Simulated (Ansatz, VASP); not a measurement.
**One calculation of NaS6, two programs**

```
Na S
1.0
     5.48885    0.00000    0.00000
     0.00000    5.48885    0.00000
     0.00000    0.00000    5.48885
Na S
1 6
Direct
  0.00000 0.00000 0.00000
  0.20700 0.50000 0.50000
  0.50000 0.20700 0.50000
  0.79300 0.50000 0.50000
  0.50000 0.79300 0.50000
  0.50000 0.50000 0.20700
  0.50000 0.50000 0.79300
```

Change from the starting cell: species swapped into the YbB6 type (Pm-3m, No. 221).

Alike in both runs: task relaxation of cell and atoms; functional PBE; k mesh 4 × 4 × 4; occupations gaussian, width 0.1 eV; no spin polarisation.

|  | VASP | Ansatz |
| --- | --- | --- |
| version | VASP 6.6.1 | Ansatz 0.2.0 |
| potentials or method | VASP PAW PBE potentials, release 64 (Na_pv, S), cutoff 600 eV | scalar-relativistic, plane waves, PAW |
| valence electrons in the cell | 43 | 45 |

|  | VASP | Ansatz | Ansatz less VASP |
| --- | --- | --- | --- |
| gap on the k mesh at the Fermi level, each at its own relaxed structure (eV) | none | none | - |
| relaxed volume (Å³/atom) | 36.90 | 35.89 | -1.008 |
| relaxed cell length with the largest relative difference (Å) | 6.369 | 6.310 | -0.0585 |

A gap of «none» marks a metal or a gap that the smearing closes. VASP's potentials hold 43 valence electrons a cell and Ansatz's 45, so a difference there can come from the potentials and not from the codes.

Noted on VASP's run: the volume moved by over 15 % at a fixed basis, so the end points are rough.
